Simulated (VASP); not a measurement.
Runs of VASP 6.6.1 on SnSe. The structure is that of space group I4/mmm (No. 139), or close to it. The cells are those of the table. 

```tsv
cell	gap on the mesh (eV)	pressure (GPa)	largest force (eV/Å)
a = 4.222, b = 4.222, c = 6.544 Å, 4 atoms	0.22	-2.7	-
a = 4.292, b = 4.292, c = 5.111 Å, 4 atoms	none	(c)	0.01
a = 4.433, b = 4.433, c = 6.831 Å, 4 atoms	0.05	-6.0	-
a = 4.433, b = 4.433, c = 5.971 Å, 4 atoms	0.34	-3.3	-
a = 4.222, b = 4.222, c = 5.111 Å, 4 atoms	none	16.0	0.01
a = 4.081, b = 4.081, c = 5.111 Å, 4 atoms	none	(b)	0.01
a = 4.011, b = 4.011, c = 5.111 Å, 4 atoms	none	26.7	0.01
a = 4.011, b = 4.011, c = 6.258 Å, 4 atoms	none	(a)	-
```

Alike in all rows: task single point; level PBE+D3(BJ); potentials or basis VASP PAW PBE potentials, release 64 (Sn_d, Se); no spin polarisation; k mesh 8 × 8 × 6; cutoff (eV) 520; smearing gaussian 0.03 eV.

Fill in the values left out.

(a) 4.9; (b) 22.6; (c) 13.5.

Caveats: spin-orbit coupling is left out, which moves the levels of the heavy elements; the cell stands under pressure (at least some runs); semilocal functionals underestimate gaps, so a narrow gap can read as zero (at least some runs); the cell stands under tension (at least some runs).

A k mesh can miss the band edges, and the runs leave out spin-orbit coupling on Se, Sn.

A gap of «none» marks levels without a gap at the run's occupations.
